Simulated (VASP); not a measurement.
# CuI (Marshite) (F-43m) in VASP: settings compared

The runs below take CuI (Marshite) through single point, relaxation of cell and atoms, with PBE, PBEsol+D4.

All numbers are computed with VASP 6.6.1; they aren't measurements. Logs are shortened: lines on timing, memory, paths and dates and some standing lists are left out, and cuts for length are marked.

**1. The cell of the first run**

The structure is cubic, space group F-43m (No. 216). Conventional cell: a = 6.063 Å, b = 6.063 Å, c = 6.063 Å, α = 90.00°, β = 90.00°, γ = 90.00°. I (site symmetry -43m) has 4 Cu at 2.63 Å within 3.5 Å. Cu (site symmetry -43m) has 4 I at 2.63 Å within 3.5 Å.

**2. Single point, PBE**

File INCAR:

```
SYSTEM = CuI
PREC = Accurate
ENCUT = 520
EDIFF = 1E-6
ISMEAR = 0
SIGMA = 0.019000000000000003
LREAL = .FALSE.
LASPH = .TRUE.
NELM = 100
ALGO = Normal
ISIF = 2
LWAVE = .FALSE.
LCHARG = .FALSE.
GGA = PE
NBANDS = 16
```

File KPOINTS:

```
regular mesh
0
G
  8 8 8
  0 0 0
```

File POSCAR:

```
CuI
1.0
    0.0000000000      3.0315000000      3.0315000000
    3.0315000000      0.0000000000      3.0315000000
    3.0315000000      3.0315000000      0.0000000000
I Cu
1 1
Direct
    0.0000000000      0.0000000000      0.0000000000
    0.7500000000      0.7500000000      0.7500000000
```

Potentials or basis: VASP PAW PBE potentials, release 64 (I, Cu).

The run is started by

```bash
$ cat potpaw_PBE.64/I/POTCAR potpaw_PBE.64/Cu/POTCAR > POTCAR
$ mpirun -np 1 vasp_std > vasp.out
```

OUTCAR:

```text
SYSTEM = CuI
   PREC = Accurate
   ENCUT = 520
   EDIFF = 1E-6
   ISMEAR = 0
   LREAL = .FALSE.
   LASPH = .TRUE.
   NELM = 100
   ISIF = 2
   GGA = PE

 ion  position               nearest neighbor table
   1  0.000  0.000  0.000-   2 2.63   2 2.63   2 2.63   2 2.63
   2  0.750  0.750  0.750-   1 2.63   1 2.63   1 2.63   1 2.63

  LATTYP: Found a face centered cubic cell.
 ALAT       =     6.0630000000

  Lattice vectors:

 A1 = (   0.0000000000,   3.0315000000,   3.0315000000)
 A2 = (   3.0315000000,   0.0000000000,   3.0315000000)
 A3 = (   3.0315000000,   3.0315000000,   0.0000000000)

Analysis of symmetry for initial positions (statically):
=====================================================================
 Subroutine PRICEL returns:
 Original cell was already a primitive cell.

 Routine SETGRP: Setting up the symmetry group for a
 face centered cubic supercell.

 Subroutine GETGRP returns: Found 24 space group operations
 (whereof 24 operations were pure point group operations)
 out of a pool of 48 trial point group operations.

The static configuration has the point symmetry T_d .

Analysis of symmetry for dynamics (positions and initial velocities):
=====================================================================
 Subroutine PRICEL returns:
 Original cell was already a primitive cell.

 Routine SETGRP: Setting up the symmetry group for a
 face centered cubic supercell.

 Subroutine GETGRP returns: Found 24 space group operations
 (whereof 24 operations were pure point group operations)
 out of a pool of 48 trial point group operations.

The dynamic configuration has the point symmetry T_d .

 Subroutine INISYM returns: Found 24 space group operations
 (whereof 24 operations are pure point group operations),
 and found     1 'primitive' translations

----------------------------------------------------------------------------------------

                                     Primitive cell

  volume of cell :      55.7189

  direct lattice vectors                    reciprocal lattice vectors
     0.000000000  3.031500000  3.031500000    -0.164934851  0.164934851  0.164934851
     3.031500000  0.000000000  3.031500000     0.164934851 -0.164934851  0.164934851
     3.031500000  3.031500000  0.000000000     0.164934851  0.164934851 -0.164934851

  length of vectors
     4.287188414  4.287188414  4.287188414     0.285675541  0.285675541  0.285675541

  position of ions in fractional coordinates (direct lattice)
     0.000000000  0.000000000  0.000000000
     0.750000000  0.750000000  0.750000000

  ion indices of the primitive-cell ions
   primitive index   ion index
                 1           1
                 2           2

----------------------------------------------------------------------------------------

 KPOINTS: regular mesh

Automatic generation of k-mesh.
 Grid dimensions read from file:
 generate k-points for:    8    8    8

 Generating k-lattice:

  Cartesian coordinates                     Fractional coordinates (reciprocal lattice)
    -0.020616856  0.020616856  0.020616856     0.125000000  0.000000000  0.000000000
     0.020616856 -0.020616856  0.020616856     0.000000000  0.125000000  0.000000000
     0.020616856  0.020616856 -0.020616856     0.000000000  0.000000000  0.125000000

  Length of vectors
     0.035709443  0.035709443  0.035709443

  Shift w.r.t. Gamma in fractional coordinates (k-lattice)
     0.000000000  0.000000000  0.000000000

 Subroutine IBZKPT returns following result:
 ===========================================

 Found     29 irreducible k-points:

 Following reciprocal coordinates:
            Coordinates               Weight
  0.000000  0.000000  0.000000      1.000000
  0.125000  0.000000  0.000000      8.000000
  0.250000  0.000000  0.000000      8.000000
  0.375000  0.000000  0.000000      8.000000
  0.500000  0.000000  0.000000      4.000000
  0.125000  0.125000  0.000000      6.000000
[... 16 lines left out ...]
  0.500000  0.250000  0.125000     48.000000
 -0.375000  0.250000  0.125000     24.000000
 [... further k-points ...]
   k-points           NKPTS =     29   k-points in BZ     NKDIM =     29   number of bands    NBANDS=     16
   number of dos      NEDOS =    301   number of ions     NIONS =      2
   total plane-waves  NPLWV =  32768
   dimension x,y,z NGX =    32 NGY =   32 NGZ =   32
   dimension x,y,z NGXF=    64 NGYF=   64 NGZF=   64
   ions per type =               1   1
   NGX,Y,Z   is equivalent  to a cutoff of  12.41, 12.41, 12.41 a.u.
   NGXF,Y,Z  is equivalent  to a cutoff of  24.82, 24.82, 24.82 a.u.
 SYSTEM =  CuI
   PREC   = accura    normal or accurate (medium, high low for compatibility)
   ISTART =      0    job   : 0-new  1-cont  2-samecut
   ICHARG =      2    charge: 1-file 2-atom 10-const
   ISPIN  =      1    spin polarized calculation?
   LNONCOLLINEAR =      F non collinear calculations
   LSORBIT =      F    spin-orbit coupling
   LASPH  =      T    aspherical Exc in radial PAW
   ENCUT  =  520.0 eV  38.22 Ry    6.18 a.u.   7.97  7.97  7.97*2*pi/ulx,y,z
   NELM   =    100;   NELMIN=  2; NELMDL= -5     # of ELM steps
   EDIFF  = 0.1E-05   stopping-criterion for ELM
   LREAL  =      F    real-space projection
   EDIFFG = 0.1E-04   stopping-criterion for IOM
   NSW    =      0    number of steps for IOM
   IBRION =     -1    ionic relax: 0-MD 1-quasi-New 2-CG
   NFREE  =      0    steps in history (QN), initial steepest desc. (CG)
   ISIF   =      2    stress and relaxation
   ISYM   =      2    0-nonsym 1-usesym 2-fastsym
   POTIM  = 0.5000    time-step for ionic-motion
   TEBEG  =    0.0;   TEEND  =   0.0 temperature during run
   PSTRESS=    0.0 pullay stress
   NELECT =      18.0000    total number of electrons
   NUPDOWN=      -1.0000    fix difference up-down
   EMIN   =  10.00;   EMAX   =-10.00  energy-range for DOS
   EFERMI =   0.00;   METHOD = LEGACY
   ISMEAR =     0;   SIGMA  =   0.02  broadening in eV -4-tet -1-fermi 0-gaus
   EFERMI_NEDOS =   21; number of points for ismear=-14 and -15
   IALGO  =     38    algorithm
   IMIX   =      4    mixing-type and parameters
     AMIX     =   0.40;   BMIX     =  1.00
     AMIX_MAG =   1.60;   BMIX_MAG =  1.00
  volume/ion in A,a.u.               =      27.86       188.00
  Fermi-wavevector in a.u.,A,eV,Ry     =   1.123306  2.122741 17.168055  1.261816
  Thomas-Fermi vector in A             =   2.259971
   LORBIT       =      0    0 simple, 1 ext, 2 COOP (PROOUT), +10 PAW based schemes
   GGA     = PE    functional components
   LHFCALC =     F    Hartree Fock is set to
   AEXX    =    0.0000 exact exchange contribution
   IVDW    =     0    specifies the selected vdW correction
   LEPSILON=     F    determine dielectric tensor
   LRPA    =     F    only Hartree local field effects (RPA)
 non-spin polarized calculation
 Gauss-broadening in eV      SIGMA  =   0.02
  energy-cutoff  :      520.00
  volume of cell :       55.72
 maximum number of plane-waves:      1524
   NGX = 15   NGY = 15   NGZ = 15

 number of electron      18.0000014 magnetization

 Free energy of the ion-electron system (eV)
  ---------------------------------------------------
  ext. energy  EPLUGINS =         0.00000000
  ---------------------------------------------------
  free energy    TOTEN  =        -5.56198107 eV

  energy without entropy =       -5.56198107  energy(sigma->0) =       -5.56198107

 E-fermi :   4.5501     XC(G=0):  -8.9377

 val. band max:        4.4282256743   @ k =   0.0000   0.0000   0.0000
 cond. band min:       5.5729007916   @ k =   0.0000   0.0000   0.0000
 fundamental gap:      1.1446751173
 Fermi energy:         4.5501372332

 k-point     1 :       0.0000    0.0000    0.0000
  band No.  band energies     occupation
      1      -9.5790      2.00000
      2       0.7908      2.00000
      3       0.7908      2.00000
      4       0.7908      2.00000
      5       2.5760      2.00000
      6       2.5760      2.00000
[... 8 lines left out ...]
     15      14.0077      0.00000
     16      14.0077      0.00000

 k-point     2 :       0.1250    0.0000    0.0000
  band No.  band energies     occupation
      1      -9.5066      2.00000
      2       0.4955      2.00000
      3       0.7965      2.00000
      4       0.7965      2.00000
      5       2.5699      2.00000
      6       2.5699      2.00000
[... 8 lines left out ...]
     15      13.3519      0.00000
     16      13.3637      0.00000

 k-point     3 :       0.2500    0.0000    0.0000
  band No.  band energies     occupation
      1      -9.3212      2.00000
      2      -0.2042      2.00000
      3       0.8072      2.00000
      4       0.8072      2.00000
      5       2.5669      2.00000
      6       2.5669      2.00000
[... 8 lines left out ...]
     15      13.1509      0.00000
     16      13.3521      0.00000

 k-point     4 :       0.3750    0.0000    0.0000
  band No.  band energies     occupation
      1      -9.1179      2.00000
      2      -0.8780      2.00000
      3       0.8130      2.00000
      4       0.8130      2.00000
      5       2.5864      2.00000
      6       2.5864      2.00000
[... 8 lines left out ...]
     15      14.0654      0.00000
     16      14.0654      0.00000
[... 324 lines left out ...]
 k-point    22 :       0.3750    0.2500    0.1250
  band No.  band energies     occupation
      1      -9.1774      2.00000
      2      -0.4052      2.00000
      3       0.5748      2.00000
      4       0.7920      2.00000
      5       2.5070      2.00000
      6       2.6129      2.00000
[... 8 lines left out ...]
     15      14.7020      0.00000
     16      15.7503      0.00000

 k-point    23 :       0.5000    0.2500    0.1250
  band No.  band energies     occupation
      1      -9.0086      2.00000
      2      -0.7457      2.00000
      3       0.3507      2.00000
      4       0.7778      2.00000
      5       2.5298      2.00000
      6       2.5912      2.00000
[... 8 lines left out ...]
     15      15.0736      0.00000
     16      15.9055      0.00000

 k-point    24 :      -0.3750    0.2500    0.1250
  band No.  band energies     occupation
      1      -8.9346      2.00000
      2      -0.8906      2.00000
      3       0.2532      2.00000
      4       0.7648      2.00000
      5       2.5123      2.00000
      6       2.5873      2.00000
[... 8 lines left out ...]
     15      15.1779      0.00000
     16      15.7345      0.00000

 [... further k-points ...]
[... 5 lines left out ...]
  --------------------------------------------------------------------------------------
  -------------------------------------------------------------------------------------
  Total        0.2393335      0.2393335      0.2393335      0.0000000     -0.0000000      0.0000000
  in kB        6.8819489      6.8819489      6.8819489      0.0000000     -0.0000000      0.0000000
  external PRESSURE =       6.8819489 kB  Pullay stress =       0.0000000 kB

 VOLUME and BASIS-vectors are now :
 -----------------------------------------------------------------------------
  energy-cutoff  :      520.00
  volume of cell :       55.72
      direct lattice vectors                 reciprocal lattice vectors
     0.000000000  3.031500000  3.031500000    -0.164934851  0.164934851  0.164934851
     3.031500000  0.000000000  3.031500000     0.164934851 -0.164934851  0.164934851
     3.031500000  3.031500000  0.000000000     0.164934851  0.164934851 -0.164934851

 POSITION                                       TOTAL-FORCE (eV/Angst)
 -----------------------------------------------------------------------------------
      0.00000      0.00000      0.00000         0.000000      0.000000      0.000000
      4.54725      4.54725      4.54725        -0.000000     -0.000000     -0.000000
 -----------------------------------------------------------------------------------
    total drift:                               -0.000001     -0.000001     -0.000000

  FREE ENERGIE OF THE ION-ELECTRON SYSTEM (eV)
  ---------------------------------------------------
  free  energy   TOTEN  =        -5.5619810735 eV

  energy  without entropy=       -5.5619810735  energy(sigma->0) =       -5.56198107
```

Wall time 12 s (1 thread of Intel Xeon 6975P-C (Granite Rapids), shared host); peak memory 0.18 GiB.

Results:

```
Free energy            : -5.5620 eV
Pressure               : 0.7 GPa
Band gap on the k mesh : 1.14 eV, direct
```

Caveat: spin-orbit coupling is left out, which moves the levels of the heavy elements. As with any semilocal functional, this PBE gap is likely too small.

(Continued in part 2 of 2.)
